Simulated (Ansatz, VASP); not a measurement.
## One calculation of MgO, two programs

INCAR

```
  ALGO = Normal
  EDIFF = 1E-6
  ENCUT = 520
  GGA = PE
  ISIF = 2
  ISMEAR = 0
  LASPH = T
  LCHARG = F
  LREAL = F
  LWAVE = F
  NBANDS = 16
  NELM = 60
  PREC = Accurate
  SIGMA = 0.05
```

KPOINTS

```
k-points
0
Gamma
  9 9 6
```

The input POSCAR:

```
MgO
1.0
    3.6445625691      0.0000000000      0.0000000000
   -1.8222812846      3.1562837705      0.0000000000
    0.0000000000      0.0000000000      3.9426256573
Mg O
2 2
Direct
    0.6666666667      0.3333333333      0.7500000000
    0.3333333333      0.6666666667      0.2500000000
    0.6666666667      0.3333333333      0.2500000000
    0.3333333333      0.6666666667      0.7500000000
```

Input for Ansatz:

```yaml
crystal:
  lattice:
    - [3.6445625691, 0.0, 0.0]
    - [-1.8222812846, 3.1562837705, 0.0]
    - [0.0, 0.0, 3.9426256573]
  atoms:
    - { symbol: Mg, position: [0.6666666667, 0.3333333333, 0.75] }
    - { symbol: Mg, position: [0.3333333333, 0.6666666667, 0.25] }
    - { symbol: O, position: [0.6666666667, 0.3333333333, 0.25] }
    - { symbol: O, position: [0.3333333333, 0.6666666667, 0.75] }
basis:
  ecutwfc: 520.0
kpoints:
  mp_grid: { grid: [9, 9, 6] }
hamiltonian:
  xc: pbe
  pseudopotentials: { kind: paw, azcp: { folder: soft_1 } }
scf:
  occupations: { method: gaussian, width: 0.05 }
output:
  forces: true
  stress: true
  eigenvalues: true
```

Change from the starting cell: mode 8 frozen in at +0.000 Å, strain +e along z and -e/2 along x and y -0.0700.

Alike in both runs: task single point; functional PBE; k mesh 9 × 9 × 6; occupations gaussian, width 0.05 eV; no spin polarisation.

|  | VASP | Ansatz |
| --- | --- | --- |
| version | VASP 6.6.1 | Ansatz 0.2.0 |
| potentials or method | VASP PAW PBE potentials, release 64 (Mg, O), cutoff 520 eV | scalar-relativistic, plane waves, PAW |
| valence electrons in the cell | 16 | 32 |

Ansatz gave:

| Quantity | Value |
| --- | --- |
| gap on the k mesh at the Fermi level (eV) | 3.44 |
| least direct gap on the mesh (eV) | 3.44 |
| pressure (GPa) | 4.1 |
| traceless stress, the component that is largest in VASP (GPa) | 14.22 |

Task: Estimate VASP's values.

Result: gap on the k mesh at the Fermi level (eV): 3.43; least direct gap on the mesh (eV): 3.43; pressure (GPa): 3.6; traceless stress, the component that is largest in VASP (GPa): 14.25.

The functional is the same, so the differences come from potentials, cutoffs and numerics. VASP's potentials hold 16 valence electrons a cell and Ansatz's 32, so a difference there can come from the potentials and not from the codes.
